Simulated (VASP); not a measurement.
# ZrB5 in VASP: notebook

Runs on ZrB5. Level: PBE. Tasks: single point.

All numbers are computed with VASP 6.6.1; they aren't measurements. Logs are shortened: lines on timing, memory, paths and dates and some standing lists are left out, and cuts for length are marked.

### Step 1. The cell of the first run

Symmetry: Imm2, No. 44, orthorhombic system. Conventional cell: a = 3.017 Å, b = 7.442 Å, c = 4.614 Å, α = 90.00°, β = 90.00°, γ = 90.00°. Within 3.2 Å of Zr (site symmetry mm2) lie 18 B at 2.45 to 2.86 Å and 2 Zr at 3.02 Å. B (site symmetry mm2) has 6 B at 1.73 to 2.04 Å within 2.3 Å. Within 2.2 Å of B (site symmetry m) lie 4 B at 1.68 to 1.75 Å. Within 2.2 Å of B (site symmetry m) lie 5 B at 1.68 to 2.04 Å.

### Step 2. Single point, PBE

Input file INCAR:

```
SYSTEM = ZrB5
PREC = Accurate
ENCUT = 520
EDIFF = 1E-6
ISMEAR = 0
SIGMA = 0.1
LREAL = .FALSE.
LASPH = .TRUE.
NELM = 100
ALGO = Normal
ISIF = 2
LWAVE = .FALSE.
LCHARG = .FALSE.
GGA = PE
NBANDS = 22
```

Input file KPOINTS:

```
regular mesh
0
G
  6 6 6
  0 0 0
```

Input file POSCAR:

```
ZrB5
1.0
   -1.5087447957      3.7210273483      2.3071306487
    1.5087447957     -3.7210273483      2.3071306487
    1.5087447957      3.7210273483     -2.3071306487
Zr B
1 5
Direct
    0.7786771239      0.2786771239      0.5000000000
    0.2532332737      0.2532332737      0.0000000000
    0.6558174221      0.4638669665      0.1919504557
    0.2719165108      0.4638669665      0.8080495443
    0.4553067305      0.7701758197      0.6851309108
    0.0850449090      0.7701758197      0.3148690892
```

Potentials or basis: VASP PAW PBE potentials, release 64 (Zr_sv, B).

Started as:

```
$ cat potpaw_PBE.64/Zr_sv/POTCAR potpaw_PBE.64/B/POTCAR > POTCAR
$ mpirun -np 1 vasp_std > vasp.out
```

OUTCAR:

```text
SYSTEM = ZrB5
   PREC = Accurate
   ENCUT = 520
   EDIFF = 1E-6
   ISMEAR = 0
   LREAL = .FALSE.
   LASPH = .TRUE.
   NELM = 100
   ISIF = 2
   GGA = PE

 ion  position               nearest neighbor table
   1  0.779  0.279  0.500-   4 2.45   3 2.45   3 2.54   4 2.54   4 2.54   3 2.54   5 2.65   6 2.65
                             2 2.66   2 2.66   6 2.72   5 2.72   5 2.79   5 2.79   6 2.79   6 2.79
   2  0.253  0.253  0.000-   3 1.73   4 1.73   6 2.04   6 2.04   5 2.04   5 2.04   1 2.66   1 2.66
                             1 2.86   1 2.86
   3  0.656  0.464  0.192-   6 1.68   2 1.73   5 1.75   5 1.75   1 2.45   1 2.54   1 2.54
   4  0.272  0.464  0.808-   5 1.68   2 1.73   6 1.75   6 1.75   1 2.45   1 2.54   1 2.54
   5  0.455  0.770  0.685-   4 1.68   3 1.75   3 1.75   2 2.04   2 2.04   1 2.65   1 2.72   1 2.79
                             1 2.79
   6  0.085  0.770  0.315-   3 1.68   4 1.75   4 1.75   2 2.04   2 2.04   1 2.65   1 2.72   1 2.79
                             1 2.79

  LATTYP: Found a body centered orthorhombic cell.
 ALAT       =     3.0174895914
 B/A-ratio  =     1.5291722333
 C/A-ratio  =     2.4663066669

  Lattice vectors:

 A1 = (  -1.5087447957,   3.7210273483,  -2.3071306487)
 A2 = (   1.5087447957,   3.7210273483,   2.3071306487)
 A3 = (   1.5087447957,  -3.7210273483,  -2.3071306487)

Analysis of symmetry for initial positions (statically):
=====================================================================
 Subroutine PRICEL returns:
 Original cell was already a primitive cell.

 Routine SETGRP: Setting up the symmetry group for a
 body centered orthorhombic supercell.

 Subroutine GETGRP returns: Found  4 space group operations
 (whereof  4 operations were pure point group operations)
 out of a pool of  8 trial point group operations.

The static configuration has the point symmetry C_2v.

Analysis of symmetry for dynamics (positions and initial velocities):
=====================================================================
 Subroutine PRICEL returns:
 Original cell was already a primitive cell.

 Routine SETGRP: Setting up the symmetry group for a
 body centered orthorhombic supercell.

 Subroutine GETGRP returns: Found  4 space group operations
 (whereof  4 operations were pure point group operations)
 out of a pool of  8 trial point group operations.

The dynamic configuration has the point symmetry C_2v.

 Subroutine INISYM returns: Found  4 space group operations
 (whereof  4 operations are pure point group operations),
 and found     1 'primitive' translations

----------------------------------------------------------------------------------------

                                     Primitive cell

  volume of cell :      51.8097

  direct lattice vectors                    reciprocal lattice vectors
    -1.508744796  3.721027348  2.307130649     0.000000000  0.134371493  0.216719413
     1.508744796 -3.721027348  2.307130649     0.331401309  0.000000000  0.216719413
     1.508744796  3.721027348 -2.307130649     0.331401309  0.134371493  0.000000000

  length of vectors
     4.630897021  4.630897021  4.630897021     0.254996083  0.395972387  0.357606663

  position of ions in fractional coordinates (direct lattice)
     0.778677124  0.278677124  0.500000000
     0.253233274  0.253233274  0.000000000
     0.655817422  0.463866966  0.191950456
     0.271916511  0.463866966  0.808049544
     0.455306730  0.770175820  0.685130911
     0.085044909  0.770175820  0.314869089

  ion indices of the primitive-cell ions
   primitive index   ion index
                 1           1
                 2           2
                 3           3
                 4           4
                 5           5
                 6           6

----------------------------------------------------------------------------------------

 KPOINTS: regular mesh

Automatic generation of k-mesh.
 Grid dimensions read from file:
 generate k-points for:    6    6    6

 Generating k-lattice:

  Cartesian coordinates                     Fractional coordinates (reciprocal lattice)
     0.000000000  0.022395249  0.036119902     0.166666667  0.000000000  0.000000000
     0.055233551  0.000000000  0.036119902     0.000000000  0.166666667 -0.000000000
     0.055233551  0.022395249  0.000000000     0.000000000 -0.000000000  0.166666667

  Length of vectors
     0.042499347  0.065995398  0.059601111

  Shift w.r.t. Gamma in fractional coordinates (k-lattice)
     0.000000000  0.000000000  0.000000000

 Subroutine IBZKPT returns following result:
 ===========================================

 Found     46 irreducible k-points:

 Following reciprocal coordinates:
            Coordinates               Weight
  0.000000  0.000000  0.000000      1.000000
  0.166667  0.000000  0.000000      4.000000
  0.333333  0.000000  0.000000      4.000000
  0.500000 -0.000000  0.000000      2.000000
  0.000000  0.166667  0.000000      4.000000
  0.166667  0.166667 -0.000000      8.000000
[... 16 lines left out ...]
 -0.166667  0.166667  0.166667      2.000000
  0.166667  0.333333  0.166667      4.000000
 [... further k-points ...]
   k-points           NKPTS =     46   k-points in BZ     NKDIM =     46   number of bands    NBANDS=     22
   number of dos      NEDOS =    301   number of ions     NIONS =      6
   total plane-waves  NPLWV =  46656
   dimension x,y,z NGX =    36 NGY =   36 NGZ =   36
   dimension x,y,z NGXF=    72 NGYF=   72 NGZF=   72
   ions per type =               1   5
   NGX,Y,Z   is equivalent  to a cutoff of  12.92, 12.92, 12.92 a.u.
   NGXF,Y,Z  is equivalent  to a cutoff of  25.85, 25.85, 25.85 a.u.
 SYSTEM =  ZrB5
   PREC   = accura    normal or accurate (medium, high low for compatibility)
   ISTART =      0    job   : 0-new  1-cont  2-samecut
   ICHARG =      2    charge: 1-file 2-atom 10-const
   ISPIN  =      1    spin polarized calculation?
   LNONCOLLINEAR =      F non collinear calculations
   LSORBIT =      F    spin-orbit coupling
   LASPH  =      T    aspherical Exc in radial PAW
   ENCUT  =  520.0 eV  38.22 Ry    6.18 a.u.   8.61  8.61  8.61*2*pi/ulx,y,z
   NELM   =    100;   NELMIN=  2; NELMDL= -5     # of ELM steps
   EDIFF  = 0.1E-05   stopping-criterion for ELM
   LREAL  =      F    real-space projection
   EDIFFG = 0.1E-04   stopping-criterion for IOM
   NSW    =      0    number of steps for IOM
   IBRION =     -1    ionic relax: 0-MD 1-quasi-New 2-CG
   NFREE  =      0    steps in history (QN), initial steepest desc. (CG)
   ISIF   =      2    stress and relaxation
   ISYM   =      2    0-nonsym 1-usesym 2-fastsym
   POTIM  = 0.5000    time-step for ionic-motion
   TEBEG  =    0.0;   TEEND  =   0.0 temperature during run
   PSTRESS=    0.0 pullay stress
   NELECT =      27.0000    total number of electrons
   NUPDOWN=      -1.0000    fix difference up-down
   EMIN   =  10.00;   EMAX   =-10.00  energy-range for DOS
   EFERMI =   0.00;   METHOD = LEGACY
   ISMEAR =     0;   SIGMA  =   0.10  broadening in eV -4-tet -1-fermi 0-gaus
   EFERMI_NEDOS =   21; number of points for ismear=-14 and -15
   IALGO  =     38    algorithm
   IMIX   =      4    mixing-type and parameters
     AMIX     =   0.40;   BMIX     =  1.00
     AMIX_MAG =   1.60;   BMIX_MAG =  1.00
  volume/ion in A,a.u.               =       8.63        58.27
  Fermi-wavevector in a.u.,A,eV,Ry     =   1.317425  2.489572 23.614379  1.735608
  Thomas-Fermi vector in A             =   2.447467
   LORBIT       =      0    0 simple, 1 ext, 2 COOP (PROOUT), +10 PAW based schemes
   GGA     = PE    functional components
   LHFCALC =     F    Hartree Fock is set to
   AEXX    =    0.0000 exact exchange contribution
   IVDW    =     0    specifies the selected vdW correction
   LEPSILON=     F    determine dielectric tensor
   LRPA    =     F    only Hartree local field effects (RPA)
 non-spin polarized calculation
 Gauss-broadening in eV      SIGMA  =   0.10
  energy-cutoff  :      520.00
  volume of cell :       51.81
 maximum number of plane-waves:      1412
 NGX is ok and might be reduce to    36

 number of electron      27.0000000 magnetization

 Free energy of the ion-electron system (eV)
  ---------------------------------------------------
  ext. energy  EPLUGINS =         0.00000000
  ---------------------------------------------------
  free energy    TOTEN  =       -43.46670857 eV

  energy without entropy =      -43.46376257  energy(sigma->0) =      -43.46523557

 E-fermi :   8.7056     XC(G=0): -12.2288

 val. band max:        8.6046047132   @ k =   0.0000   0.1667   0.0000
 cond. band min:       8.7881369183   @ k =  -0.3333   0.1667   0.0000
 fundamental gap:      0.1835322052
 Fermi energy:         8.7055956667

 k-point     1 :       0.0000    0.0000    0.0000
  band No.  band energies     occupation
      1     -39.7710      2.00000
      2     -17.9882      2.00000
      3     -17.8999      2.00000
      4     -17.3965      2.00000
      5      -5.5237      2.00000
      6      -0.1852      2.00000
[... 14 lines left out ...]
     21      15.5428      0.00000
     22      15.5739      0.00000

 k-point     2 :       0.1667    0.0000    0.0000
  band No.  band energies     occupation
      1     -39.7707      2.00000
      2     -18.0000      2.00000
      3     -17.9071      2.00000
      4     -17.3968      2.00000
      5      -5.2868      2.00000
      6      -1.1170      2.00000
[... 14 lines left out ...]
     21      15.1138      0.00000
     22      15.5404      0.00000

 k-point     3 :       0.3333    0.0000    0.0000
  band No.  band energies     occupation
      1     -39.7701      2.00000
      2     -18.0254      2.00000
      3     -17.9194      2.00000
      4     -17.3974      2.00000
      5      -4.6609      2.00000
      6      -2.2629      2.00000
[... 14 lines left out ...]
     21      14.8333      0.00000
     22      15.1942      0.00000
[... 476 lines left out ...]
 k-point    23 :      -0.1667    0.1667    0.1667
  band No.  band energies     occupation
      1     -39.6979      2.00000
      2     -18.0961      2.00000
      3     -17.8925      2.00000
      4     -17.8157      2.00000
      5      -4.0477      2.00000
      6       0.6116      2.00000
[... 14 lines left out ...]
     21      15.1953      0.00000
     22      16.9547      0.00000

 k-point    24 :       0.1667    0.3333    0.1667
  band No.  band energies     occupation
      1     -39.6724      2.00000
      2     -18.3096      2.00000
      3     -17.8913      2.00000
      4     -17.7963      2.00000
      5      -2.1570      2.00000
      6      -0.7286      2.00000
[... 14 lines left out ...]
     21      16.6190      0.00000
     22      17.5642      0.00000

 [... further k-points ...]
[... 5 lines left out ...]
  --------------------------------------------------------------------------------------
  -------------------------------------------------------------------------------------
  Total        0.0235458      0.0308155      0.0346374      0.0000000      0.0000000      0.0000000
  in kB        0.7281370      0.9529486      1.0711356      0.0000000      0.0000000      0.0000000
  external PRESSURE =       0.9174071 kB  Pullay stress =       0.0000000 kB

 VOLUME and BASIS-vectors are now :
 -----------------------------------------------------------------------------
  energy-cutoff  :      520.00
  volume of cell :       51.81
      direct lattice vectors                 reciprocal lattice vectors
    -1.508744796  3.721027348  2.307130649     0.000000000  0.134371493  0.216719413
     1.508744796 -3.721027348  2.307130649     0.331401309  0.000000000  0.216719413
     1.508744796  3.721027348 -2.307130649     0.331401309  0.134371493  0.000000000

 POSITION                                       TOTAL-FORCE (eV/Angst)
 -----------------------------------------------------------------------------------
      0.00000      3.72103      1.28589         0.000000      0.000000      0.001891
      0.00000      0.00000      1.16848        -0.000000     -0.000000     -0.001793
      0.00000      1.42851      2.14040        -0.000000      0.003397      0.005058
      1.50874      2.29252     -0.16673        -0.000000     -0.003397      0.005058
      1.50874      1.37775      1.24666         0.000000     -0.001683     -0.005107
      1.50874     -1.37775      1.24666         0.000000      0.001683     -0.005107
 -----------------------------------------------------------------------------------
    total drift:                               -0.000000     -0.000000     -0.000383

  FREE ENERGIE OF THE ION-ELECTRON SYSTEM (eV)
  ---------------------------------------------------
  free  energy   TOTEN  =       -43.4667085734 eV

  energy  without entropy=      -43.4637625651  energy(sigma->0) =      -43.46523557
```

Run time: 31 s. Hardware: 1 thread of Intel Xeon 6975P-C (Granite Rapids), shared host; peak memory 0.22 GiB.

Results:

```
Free energy   : -43.4667 eV
Pressure      : 0.1 GPa
Largest force : 0.006 eV/Å
```

Forces in eV/Å, atoms in the order of the input:
```
Zr   0.000  0.000  0.002
B    0.000  0.000 -0.002
B    0.000  0.003  0.005
B    0.000 -0.003  0.005
B    0.000 -0.002 -0.005
B    0.000  0.002 -0.005
```

Caveat: the k points lie up to 0.41 Å⁻¹ apart.

### Step 3. Single point, PBE

This run uses another cell than the first one, of the same volume but with other edges.

INCAR: that of step 2 with these lines changed.

```diff
@@ -3,3 +3,3 @@
 ENCUT = 520
-EDIFF = 1E-6
+EDIFF = 1E-7
 ISMEAR = 0
```

Input file KPOINTS:

```
regular mesh
0
G
  6 6 4
  0 0 0
```

Input file POSCAR:

```
ZrB5
1.0
    3.9212381444     -2.3066628310      0.8238300627
    3.9212381444      2.3066628310      0.8238300627
   -1.6927263138      0.0000000000      2.5077566360
Zr B
1 5
Direct
    0.2225577736      0.7774422264      0.5000000000
   -0.2542324976      1.2542324976      0.0000000000
    0.3443602421      0.2713535563      0.8075838478
    0.7286464437      0.6556397579      0.1924161522
    0.5432900329      0.0846179647      0.3133974590
    0.9153820353      0.4567099671      0.6866025410
```

Potentials or basis: VASP PAW PBE potentials, release 64 (Zr_sv, B).

Started as:

```
$ cat potpaw_PBE.64/Zr_sv/POTCAR potpaw_PBE.64/B/POTCAR > POTCAR
$ mpirun -np 1 vasp_std > vasp.out
```

Run time: 23 s. Hardware: 1 thread of Intel Xeon 6975P-C (Granite Rapids), shared host; peak memory 0.19 GiB.

Results (log left out):

```yaml
Free_energy: -43.4164 eV
Pressure: 0.2 GPa
Largest_force: 0.014 eV/Å
```

Forces in eV/Å, atoms in the order of the input:
```
Zr   0.000  0.003  0.000
B    0.000 -0.004  0.000
B   -0.002 -0.009  0.008
B    0.002 -0.009 -0.008
B    0.011  0.009  0.000
B   -0.011  0.009  0.000
```

Levels at points of the mesh, in eV from the Fermi level:
```tsv
k point	band 12	band 13	band 14	band 15	band 16	band 17
(0.00, 0.00, 0.00)	-2.26	-2.24	1.48	1.92	3.76	3.99
(0.50, 0.00, 0.00)	-1.64	-1.39	0.28	2.27	3.20	3.86
(0.50, 0.50, 0.00)	-1.47	-0.31	0.26	2.73	2.94	3.36
(0.00, 0.00, 0.50)	-3.59	-1.47	-1.06	1.34	4.06	4.95
(0.50, 0.00, 0.50)	-2.32	-1.85	-0.86	1.61	3.53	3.70
(0.50, 0.50, 0.50)	-3.59	-1.46	-1.07	1.36	4.06	4.94
```

Caveat: the k points lie up to 0.56 Å⁻¹ apart.
